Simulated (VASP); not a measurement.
Cu3O2:

```
Cu O
1.0
     3.89684    0.00000    0.00000
     0.00000    3.89684    0.00000
     0.00000    0.00000    3.89684
Cu O
3 2
Direct
  0.50000 0.00000 0.00000
  0.00000 0.50000 0.00000
  0.00000 0.00000 0.50000
  0.00000 0.00000 0.00000
  0.50000 0.50000 0.50000
```

The cell was built from a structure type or drawn by symmetry, and may not be a known phase.

```yaml
Program: VASP 6.6.1
Task: relaxation of cell and atoms
Functional: PBE
Potentials_or_basis: VASP PAW PBE potentials, release 64 (Cu, O)
Cutoff: 600 eV
k_mesh: 4 × 4 × 4
Occupations: gaussian, width 0.1 eV
Spin: collinear spin
Starting_moments: "[1.0, 1.0, 1.0, 0.0, 0.0] μB"
```

At the start: pressure -2.5 GPa; volume 11.83 Å³/atom.

Task: How do energy, volume and symmetry change on relaxing?

Result: Over 3 steps the energy falls by 2.0 meV/atom and the volume is 11.58 Å³/atom (-2.1 %); space group Pm-3m (No. 221, to 0.1 Å) before and after; moment 0.00 μB per cell.

Step by step:
```
step  energy change (eV)  largest force (eV/Å)  pressure (GPa)  volume (Å³)
   1              0.0000                0.0000           -2.55        59.17
   2             -0.0095                0.0000            0.68        57.58
   3             -0.0101                0.0000            0.04        57.90
```

Final structure:
```
Cu O
1.0
     3.86876    0.00000    0.00000
     0.00000    3.86876    0.00000
     0.00000    0.00000    3.86876
Cu O
3 2
Direct
  0.50000 0.00000 0.00000
  0.00000 0.50000 0.00000
  0.00000 0.00000 0.50000
  0.00000 0.00000 0.00000
  0.50000 0.50000 0.50000
```

Caveat: the k points lie up to 0.41 Å⁻¹ apart in the final cell.
